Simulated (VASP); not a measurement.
A run of VASP 6.6.1 is set up as follows.

File INCAR:

```
  PREC = Accurate
  ENCUT = 500
  EDIFF = 1E-6
  ISMEAR = -1
  SIGMA = 0.1
  LREAL = False
  LASPH = True
  NELM = 120
  ALGO = Normal
  ISIF = 2
  LWAVE = False
  LCHARG = False
  GGA = B5
  ALDAX = 1.0
  AGGAX = 1.0
  AGGAC = 1.0
  ALDAC = 0.0
  NBANDS = 14
  GGA_COMPAT = False
```

File KPOINTS:

```
Automatic mesh
0
Gamma
  22 22 22
```

The input POSCAR:

```
Ir
1.0
    0.0000000000      2.0446404034      2.0446404034
    2.0446404034      0.0000000000      2.0446404034
    2.0446404034      2.0446404034      0.0000000000
Ir
1
Direct
    0.0000000000      0.0000000000      0.0000000000
```

Potentials or basis: VASP PAW PBE potentials, release 64 (Ir_sv_GW).

Launch:

```bash
$ cat potpaw_PBE.64/Ir_sv_GW/POTCAR > POTCAR
$ mpirun -np 1 vasp_std > vasp.out
```

Task: Predict the pressure.

Result: -25.9 GPa.

Caveat: the PAW data sets were made with another functional, which shifts forces and pressure a little.
